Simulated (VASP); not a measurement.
**Si: relaxation of cell and atoms with PBE+D3(BJ)**

The system is Si.

```xyz
2
Lattice="2.5056 -2.5056 0.0000 2.5056 2.5056 0.0000 0.0000 0.0000 2.4898" Properties=species:S:1:pos:R:3 pbc="T T T"
Si    2.5056    1.2528    1.2446
Si    2.5056   -1.2528    1.2452
```

This isn't the form of Si at room conditions, which is diamond.

```json
{"Program": "VASP 6.6.1", "Task": "relaxation of cell and atoms", "Functional": "PBE", "Dispersion": "D3(BJ)", "Potentials or basis": "VASP PAW PBE potentials, release 64 (Si)", "Cutoff": "600 eV", "k mesh": "16 × 16 × 22", "Occupations": "gaussian, width 0.1 eV", "Spin": "no spin polarisation", "Dipole correction": "no", "Further INCAR settings": "ALGO = Normal; EDIFF = 1e-06; IBRION = 2; EDIFFG = -0.01; NSW = 100; ISIF = 3"}
```

```json
{
  "Energy gained by relaxing": "0.0 meV/atom",
  "Ionic steps": "2",
  "Pressure after relaxing": "0.0 GPa",
  "Band gap on the k mesh": "zero (bands 4 and 5 overlap by 4.29 eV)",
  "Dispersion energy per atom": "-0.400 eV"
}
```

Final structure:
```
CELL_PARAMETERS angstrom
2.50490 -2.50488 0.00000
2.50490 2.50488 0.00000
0.00000 0.00000 2.49132
ATOMIC_POSITIONS crystal
Si 0.25000 0.75000 0.49988
Si 0.75000 0.25000 0.50012
```

Levels at points of the mesh, in eV from the Fermi level:
| k point | band 1 | band 2 | band 3 | band 4 | band 5 | band 6 | band 7 | band 8 |
| --- | --- | --- | --- | --- | --- | --- | --- | --- |
| (0.00, 0.00, 0.00) | -13.52 | -3.50 | -3.03 | -3.03 | 1.30 | 7.39 | 7.47 | 7.82 |
| (0.50, 0.00, 0.00) | -10.72 | -10.72 | -0.37 | -0.37 | 1.28 | 1.28 | 10.35 | 10.35 |
| (0.50, 0.50, 0.00) | -8.79 | -8.79 | -6.79 | -6.79 | 10.12 | 10.12 | 11.33 | 11.33 |
| (0.00, 0.00, 0.50) | -8.69 | -6.78 | 0.50 | 0.59 | 0.59 | 4.01 | 5.02 | 5.02 |
| (0.50, 0.00, 0.50) | -5.89 | -5.89 | -4.25 | -4.25 | 3.12 | 3.12 | 7.03 | 7.03 |
| (0.50, 0.50, 0.50) | -3.38 | -3.38 | -3.03 | -3.03 | -2.95 | -2.95 | 1.32 | 1.32 |

Wall time 63 s on 1 thread of AMD EPYC 9R45 96-Core Processor (Zen 5) (shared host), peak memory 0.23 GiB.
